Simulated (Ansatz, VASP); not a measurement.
**KTaO3: VASP beside Ansatz**

The input POSCAR:

```
KTaO3
1.0
    3.9498240011      0.0000000000      0.0000000000
    0.0000000000      3.9498240011      0.0000000000
    0.0000000000      0.0000000000      3.9498240011
K Ta O
1 1 3
Direct
    0.0000000000      0.0000000000      0.0000000000
    0.5000000000      0.5000000000      0.5000000000
    0.5000000000      0.5000000000      0.0000000000
    0.5000000000      0.0000000000      0.5000000000
    0.0000000000      0.5000000000      0.5000000000
```

INCAR.step1

```
PREC = Accurate
ENCUT = 660
ISMEAR = 0
SIGMA = 0.01
LREAL = False
LASPH = True
NELM = 120
NBANDS = 28
GGA = PE
ALGO = Normal
EDIFF = 1E-5
LWAVE = True
LCHARG = False
GGA_COMPAT = False
```

File INCAR.step2:

```
PREC = Accurate
ENCUT = 660
EDIFF = 1E-6
ISMEAR = 0
SIGMA = 0.01
LREAL = False
LASPH = True
NELM = 120
ALGO = Normal
ISIF = 2
LWAVE = False
LCHARG = False
METAGGA = R2SCAN
LMIXTAU = True
NBANDS = 28
ISTART = 1
GGA_COMPAT = False
```

File KPOINTS:

```
regular mesh
0
Gamma
  6 6 6
```

Input for Ansatz:

```yaml
crystal:
  lattice:
    - [3.9498240011, 0.0, 0.0]
    - [0.0, 3.9498240011, 0.0]
    - [0.0, 0.0, 3.9498240011]
  atoms:
    - { symbol: K, position: [0.0, 0.0, 0.0] }
    - { symbol: Ta, position: [0.5, 0.5, 0.5] }
    - { symbol: O, position: [0.5, 0.5, 0.0] }
    - { symbol: O, position: [0.5, 0.0, 0.5] }
    - { symbol: O, position: [0.0, 0.5, 0.5] }
kpoints:
  mp_grid: { grid: [6, 6, 6] }
hamiltonian:
  xc: r2scan
scf:
  occupations: { method: fixed }
  n_extra_bands: 5
output:
  forces: true
  stress: true
  eigenvalues: true
```

Alike in both runs: task single point; functional r2SCAN; k mesh 6 × 6 × 6; no spin polarisation.

|  | VASP | Ansatz |
| --- | --- | --- |
| version | VASP 6.6.1 | Ansatz 0.2.0 |
| potentials or method | VASP PAW PBE potentials, release 64 (K_sv, Ta_sv_GW, O) | plane waves, PAW |
| plane-wave cutoff (eV) | 660 | 500 |
| occupations | gaussian, width 0.01 eV | fixed |
| valence electrons in the cell | 40 | 40 |

|  | VASP | Ansatz | Ansatz less VASP |
| --- | --- | --- | --- |
| gap on the k mesh at the Fermi level (eV) | 2.69 | 2.70 | +0.013 |
| pressure (GPa) | 6.9 | 6.8 | -0.09 |

VASP's potentials were made for PBE, not for r2SCAN.

Neither program's run includes spin-orbit coupling.
